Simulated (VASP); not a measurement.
Crystal: W6C.

```
W C
1.0
    -3.09896    3.09896    3.09896
     3.09896   -3.09896    3.09896
     3.09896    3.09896   -3.09896
W C
6 1
Direct
  0.72563 0.72563 0.00000
  0.27437 0.27437 0.00000
  0.00000 0.27437 0.27437
  0.00000 0.72563 0.72563
  0.72563 0.00000 0.72563
  0.27437 0.00000 0.27437
  0.00000 0.00000 0.00000
```

```yaml
Program: VASP 6.6.1
Task: relaxation of cell and atoms
Functional: PBE
Potentials_or_basis: VASP PAW PBE potentials, release 64 (W_sv, C)
Cutoff: 600 eV
k_mesh: 4 × 4 × 4
Occupations: gaussian, width 0.1 eV
Spin: no spin polarisation
```

At the start: pressure 94.3 GPa; volume 17.01 Å³/atom.

Problem. Where does the relaxation end?

Solution. Over 25 steps the energy falls by 2105.0 meV/atom and the volume is 18.50 Å³/atom (+8.8 %); space group Im-3m (No. 229, to 0.05 Å).

Step by step:
```csv
step,energy change (eV),largest force (eV/Å),pressure (GPa),volume (Å³)
1,0.0000,22.5005,94.28,119.04
2,1186.3574,1771.1184,671.89,388.10
3,-11.6512,6.8366,10.75,123.64
4,-11.7498,6.8517,11.43,123.10
5,-12.1074,6.8744,14.25,121.06
6,-12.2696,6.6673,15.69,120.05
7,-12.3439,6.5160,16.42,119.55
8,-12.3792,6.4349,16.80,119.29
9,-12.3963,6.3935,16.99,119.17
10,-12.4047,6.3727,17.08,119.11
11,-12.4089,6.3622,17.13,119.07
12,-12.4110,6.3569,17.16,119.06
13,-12.4120,6.3546,17.17,119.05
14,-12.4126,6.3530,17.17,119.05
15,-12.4128,6.3524,17.18,119.05
16,-12.4130,6.3520,17.17,119.04
17,-12.4130,6.3519,17.18,119.04
18,-12.4131,6.3516,17.18,119.04
19,-12.4131,6.3517,17.18,119.04
20,-12.9274,3.3765,-2.40,145.99
21,-14.7281,0.0379,-1.62,130.77
22,-14.7309,0.0742,-1.40,130.44
23,-14.7313,0.1561,-1.23,130.20
24,-14.7246,0.2777,2.11,128.31
25,-14.7350,0.0014,0.00,129.49
```

Final structure:
```xyz
7
Lattice="-3.1871 3.1871 3.1871 3.1871 -3.1871 3.1871 3.1871 3.1871 -3.1871" Properties=species:S:1:pos:R:3 pbc="T T T"
W     0.0000    0.0000    4.3910
W     0.0000    0.0000    1.9832
W     1.9832    0.0000    0.0000
W     4.3910    0.0000    0.0000
W     0.0000    4.3910    0.0000
W     0.0000    1.9832    0.0000
C     0.0000    0.0000    0.0000
```
